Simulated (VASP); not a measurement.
# H6Rh (F-43m) in VASP: further runs, part 2 of 2

VASP 6.6.1.

### 4 Relaxation of cell and atoms, PBE

This run uses another cell than the first one, of 6.84 Å³/atom, 1.005 times its volume.

INCAR

```
PREC = Accurate
ENCUT = 600
EDIFF = 1E-6
ISMEAR = 0
SIGMA = 0.1
LREAL = False
LASPH = True
NELM = 100
ALGO = Normal
ISIF = 3
LWAVE = False
LCHARG = False
GGA = PE
IBRION = 2
NSW = 100
EDIFFG = -0.01
```

KPOINTS

```
regular mesh
0
Gamma
  12 12 12
```

POSCAR

```
H6Rh
1.0
    0.0000000000      2.8822636980      2.8822636980
    2.8822636980      0.0000000000      2.8822636980
    2.8822636980      2.8822636980      0.0000000000
H Rh
6 1
Direct
    0.8448157570      0.4655527289      0.8448157570
    0.8448157570      0.8448157570      0.8448157570
    0.4655527289      0.8448157570      0.8448157570
    0.8448157570      0.8448157570      0.4655527289
    0.2500000000      0.2500000000      0.2500000000
    0.5000000000      0.5000000000      0.5000000000
    0.0000000000      0.0000000000      0.0000000000
```

Potentials or basis: VASP PAW PBE potentials, release 64 (H, Rh_pv).

The run is started by

```console
> cat potpaw_PBE.64/H/POTCAR potpaw_PBE.64/Rh_pv/POTCAR > POTCAR
> mpirun -np 1 vasp_std > vasp.out
```

OUTCAR:

```text
PREC = Accurate
   ENCUT = 600
   EDIFF = 1E-6
   ISMEAR = 0
   LREAL = False
   LASPH = True
   NELM = 100
   ISIF = 3
   GGA = PE
   IBRION = 2
   NSW = 100
   EDIFFG = -0.01

 ion  position               nearest neighbor table
   1  0.845  0.466  0.845-   7 1.55
   2  0.845  0.845  0.845-   7 1.55
   3  0.466  0.845  0.845-   7 1.55
   4  0.845  0.845  0.466-   7 1.55
   5  0.250  0.250  0.250-
   6  0.500  0.500  0.500-
   7  0.000  0.000  0.000-   1 1.55   3 1.55   4 1.55   2 1.55

  LATTYP: Found a face centered cubic cell.
 ALAT       =     5.7645273960

  Lattice vectors:

 A1 = (   0.0000000000,   2.8822636980,   2.8822636980)
 A2 = (   2.8822636980,   0.0000000000,   2.8822636980)
 A3 = (   2.8822636980,   2.8822636980,   0.0000000000)

Analysis of symmetry for initial positions (statically):
=====================================================================
 Subroutine PRICEL returns:
 Original cell was already a primitive cell.

 Routine SETGRP: Setting up the symmetry group for a
 face centered cubic supercell.

 Subroutine GETGRP returns: Found 24 space group operations
 (whereof 24 operations were pure point group operations)
 out of a pool of 48 trial point group operations.

The static configuration has the point symmetry T_d .

Analysis of symmetry for dynamics (positions and initial velocities):
=====================================================================
 Subroutine PRICEL returns:
 Original cell was already a primitive cell.

 Routine SETGRP: Setting up the symmetry group for a
 face centered cubic supercell.

 Subroutine GETGRP returns: Found 24 space group operations
 (whereof 24 operations were pure point group operations)
 out of a pool of 48 trial point group operations.

The dynamic configuration has the point symmetry T_d .

 Subroutine INISYM returns: Found 24 space group operations
[... 141 lines left out ...]
  energy-cutoff  :      600.00
  volume of cell :       47.89
 maximum number of plane-waves:      1639
 NGX is ok and might be reduce to    36
   NGX = 17   NGY = 17   NGZ = 17

--------------------------------------- Ionic step        1  -------------------------------------------

 number of electron      20.9999999 magnetization

 Free energy of the ion-electron system (eV)
  ---------------------------------------------------
  ext. energy  EPLUGINS =         0.00000000
  ---------------------------------------------------
  free energy    TOTEN  =       -21.16880317 eV

  energy without entropy =      -21.15471172  energy(sigma->0) =      -21.16175745

------------------------ aborting loop because EDIFF is reached ----------------------------------------

  FORCE on cell =-STRESS in cart. coord.  units (eV):
  Direction    XX          YY          ZZ          XY          YZ          ZX
  --------------------------------------------------------------------------------------
  -------------------------------------------------------------------------------------
  Total       -0.0531343     -0.0531343     -0.0531343      0.0000000      0.0000000      0.0000000
  in kB       -1.7776831     -1.7776831     -1.7776831      0.0000000      0.0000000      0.0000000
  external PRESSURE =      -1.7776831 kB  Pullay stress =       0.0000000 kB
[... 110 lines left out ...]
--------------------------------------- Ionic step        4  -------------------------------------------

 number of electron      21.0000000 magnetization

 Free energy of the ion-electron system (eV)
  ---------------------------------------------------
  ext. energy  EPLUGINS =         0.00000000
  ---------------------------------------------------
  free energy    TOTEN  =       -21.16949390 eV

  energy without entropy =      -21.15513499  energy(sigma->0) =      -21.16231445

 E-fermi :   2.3355     XC(G=0): -10.0650

 val. band max:        2.3350167594   @ k =  -0.4167   0.1667   0.0000
 cond. band min:       2.3661802476   @ k =  -0.4167   0.1667   0.0833
 fundamental gap:      0.0311634882
 Fermi energy:         2.3354921295

 k-point     1 :       0.0000    0.0000    0.0000
  band No.  band energies     occupation
      1     -44.2389      2.00000
      2     -44.2389      2.00000
      3     -44.2389      2.00000
      4      -7.5775      2.00000
      5      -2.1885      2.00000
      6      -2.1884      2.00000
      7      -2.1884      2.00000
      8       0.3427      2.00000
      9       0.3427      2.00000
     10       1.0694      2.00000
     11       3.6681      0.00000
     12       7.1782      0.00000
     13       7.1782      0.00000
     14       7.1782      0.00000
[... 377 lines left out ...]
      1     -44.2443      2.00000
      2     -44.2408      2.00000
      3     -44.2400      2.00000
      4      -6.0945      2.00000
      5      -2.5899      2.00000
      6      -1.9648      2.00000
      7      -1.8181      2.00000
      8      -0.5131      2.00000
      9       0.2938      2.00000
     10       0.3423      2.00000
     11       2.3350      1.00536
     12       3.5719      0.00000
     13       5.3179      0.00000
     14       7.0363      0.00000

 [... further k-points ...]
[... 5 lines left out ...]
  --------------------------------------------------------------------------------------
  -------------------------------------------------------------------------------------
  Total       -0.0605370     -0.0605370     -0.0605370      0.0000000      0.0000000      0.0000000
  in kB       -2.0367066     -2.0367066     -2.0367066      0.0000000      0.0000000      0.0000000
  external PRESSURE =      -2.0367066 kB  Pullay stress =       0.0000000 kB
[... 22 lines left out ...]
  FREE ENERGIE OF THE ION-ELECTRON SYSTEM (eV)
  ---------------------------------------------------
  free  energy   TOTEN  =       -21.1694938986 eV

  energy  without entropy=      -21.1551349935  energy(sigma->0) =      -21.16231445

 reached required accuracy - stopping structural energy minimisation
```

Wall time 72 s (1 thread of Intel Xeon 6975P-C (Granite Rapids), shared host); peak memory 0.24 GiB.

What came out:

```yaml
Free_energy: -21.1695 eV
Relaxed_volume: 6.80 Å³/atom
Relaxed_cell: a = 4.069 Å, b = 4.069 Å, c = 4.069 Å, α = 60.00°, β = 60.00°, γ = 60.00°
Space_group_after_relaxing_to_0.05_Å: F-43m (No. 216)
Energy_gained_by_relaxing: 0.1 meV/atom
Ionic_steps: 4
Pressure_after_relaxing: -0.2 GPa
Largest_force_after_relaxing: 0.008 eV/Å
```

Forces on the atoms (eV/Å):
```
H   -0.005  0.005 -0.005
H    0.005  0.005  0.005
H    0.005 -0.005 -0.005
H   -0.005 -0.005  0.005
H    0.000  0.000  0.000
H    0.000  0.000  0.000
Rh   0.000  0.000  0.000
```

Step by step:
```csv
step,energy change (eV),largest force (eV/Å),pressure (GPa),volume (Å³)
1,0.0000,0.0417,-0.18,47.89
2,-0.0003,0.0186,-0.26,47.84
3,-0.0005,0.0155,-0.39,47.76
4,-0.0007,0.0082,-0.20,47.62
```

Final structure:
```cif
data_structure
_symmetry_space_group_name_H-M 'P 1'
_symmetry_Int_Tables_number 1
_cell_length_a 4.0685
_cell_length_b 4.0685
_cell_length_c 4.0685
_cell_angle_alpha 60.000
_cell_angle_beta 60.000
_cell_angle_gamma 60.000
_cell_volume 47.62
loop_
_atom_site_label
_atom_site_type_symbol
_atom_site_fract_x
_atom_site_fract_y
_atom_site_fract_z
_atom_site_occupancy
H1 H 0.84423 0.46730 0.84423 1
H2 H 0.84423 0.84423 0.84423 1
H3 H 0.46730 0.84423 0.84423 1
H4 H 0.84423 0.84423 0.46730 1
H5 H 0.25000 0.25000 0.25000 1
H6 H 0.50000 0.50000 0.50000 1
Rh1 Rh 0.00000 0.00000 0.00000 1
```
